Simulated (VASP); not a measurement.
# Tl: single point with PBE

The system is Tl.

```
Tl
1.0
     5.63252    0.00000    0.00000
    -2.81626    4.87791    0.00000
     0.00000    0.00000    3.46162
Tl
3
Direct
  0.00000 0.00000 0.00000
  0.33333 0.66667 0.50000
  0.66667 0.33333 0.50000
```

This isn't the form of Tl at room conditions, which is hcp.

* Program: VASP 6.6.1
* Task: single point
* Functional: PBE
* Potentials or basis: VASP PAW PBE potentials, release 64 (Tl_d)
* Cutoff: 520 eV
* k mesh: 7 × 7 × 10
* Occupations: fermi-dirac, width 0.1 eV
* Spin: no spin polarisation
* Dipole correction: no
* Further INCAR settings: ALGO = Normal; EDIFF = 1e-06; NBANDS = 26

| Quantity | Value |
| --- | --- |
| Pressure | -0.1 GPa |
| Band gap on the k mesh | zero (an odd number of electrons rules out a gap without spin polarisation) |

Levels at points of the mesh, in eV from the Fermi level:
| k point | band 16 | band 17 | band 18 | band 19 | band 20 | band 21 | band 22 | band 23 |
| --- | --- | --- | --- | --- | --- | --- | --- | --- |
| (0.00, 0.00, 0.00) | -9.54 | -4.68 | -4.35 | -0.45 | -0.45 | -0.30 | -0.30 | 4.36 |
| (0.00, 0.00, 0.50) | -6.69 | -5.51 | -2.35 | -0.14 | 0.64 | 1.32 | 1.32 | 1.42 |

It took 73 s on 1 thread of Oxide Virtual Turin-like Processor, on a shared host, peak memory 0.22 GiB.

Caveat: spin-orbit coupling is left out, which moves the levels of the heavy elements.
